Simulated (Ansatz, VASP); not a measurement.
**NaB: VASP beside Ansatz**

```xyz
2
Lattice="0.0000 2.6839 2.6839 2.6839 0.0000 2.6839 2.6839 2.6839 0.0000" Properties=species:S:1:pos:R:3 pbc="T T T"
Na    0.0000    0.0000    0.0000
B     2.6839    2.6839    2.6839
```

Alike in both runs: task relaxation of cell and atoms; functional LDA; k mesh 9 × 9 × 9; no spin polarisation.

```csv
,VASP,Ansatz
version,VASP 6.6.1,Ansatz 0.2.0
potentials or method,"VASP PAW LDA potentials, release 64 (Na_pv, B)","plane waves, PAW"
plane-wave cutoff (eV),600,420
occupations,"fermi-dirac, width 0.1 eV",fermi-dirac
valence electrons in the cell,10,12
```

|  | VASP | Ansatz | Ansatz less VASP |
| --- | --- | --- | --- |
| relaxed volume (Å³/atom) | 17.62 | 17.62 | +0.009 |
| relaxed cell length with the largest relative difference (Å) | 3.680 | 3.680 | +0.0006 |

LDA's correlation is that of Perdew and Zunger in VASP and of Perdew and Wang (1992) in Ansatz. VASP's potentials hold 10 valence electrons a cell and Ansatz's 12, so a difference there can come from the potentials and not from the codes.
